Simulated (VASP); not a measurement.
Write the native input for VASP 6.6.1 that does the following.

* Task: electric field gradients
* Functional: r2SCAN
* Potentials or basis: VASP PAW PBE potentials, release 64 (Cu)
* Cutoff: 520 eV
* k mesh: 18 × 18 × 18
* Occupations: fermi-dirac, width 0.05 eV
* Spin: no spin polarisation
* Dipole correction: no
* Further INCAR settings: ALGO = Normal; EDIFF = 1e-08; NBANDS = 12

The system is Cu.

```xyz
1
Lattice="-1.4331 1.4331 1.3668 1.4331 -1.4331 1.3668 1.4331 1.4331 -1.3668" Properties=species:S:1:pos:R:3 pbc="T T T"
Cu    0.0000    0.0000    0.0000
```

This cell differs from its parent crystal: volume scaled by 0.98.

One way to write it, as run:

POSCAR

```
Cu
1.0
   -1.4331098516      1.4331098516      1.3668457258
    1.4331098516     -1.4331098516      1.3668457258
    1.4331098516      1.4331098516     -1.3668457258
Cu
1
Direct
    0.0000000000      0.0000000000      0.0000000000
```

INCAR.step1

```
SYSTEM = Cu
PREC = Accurate
ENCUT = 520
ISMEAR = -1
SIGMA = 0.05
LREAL = .False.
LASPH = .True.
NELM = 80
NBANDS = 12
GGA = PE
ALGO = Normal
EDIFF = 1E-4
LWAVE = .True.
LCHARG = .False.
```

INCAR.step2

```
SYSTEM = Cu
PREC = Accurate
ENCUT = 520
EDIFF = 1E-8
ISMEAR = -1
SIGMA = 0.05
LREAL = .False.
LASPH = .True.
NELM = 80
ALGO = Normal
ISIF = 2
LWAVE = .False.
LCHARG = .False.
METAGGA = R2SCAN
LMIXTAU = .True.
LEFG = .True.
NBANDS = 12
ISTART = 1
```

KPOINTS

```
Automatic mesh
0
Gamma
  18 18 18
  0 0 0
```

Potentials or basis: VASP PAW PBE potentials, release 64 (Cu).

Launch:

```sh
$ cat potpaw_PBE.64/Cu/POTCAR > POTCAR
$ cp INCAR.step1 INCAR
$ mpirun -np 1 vasp_std > vasp.out
$ cp INCAR.step2 INCAR
$ mpirun -np 1 vasp_std > vasp.out
```

Results of the run:

- Pressure: 4.4 GPa

Caveat: without QUAD_EFG the Cq values of the log hold for a quadrupole moment of 1 mb, not for the nuclei; the PAW data sets were made with another functional, which shifts forces and pressure a little.

Run time: 2.7 min on 1 thread of Intel(R) Xeon(R) Platinum 8488C (Sapphire Rapids), on a shared host, peak memory 0.17 GiB.
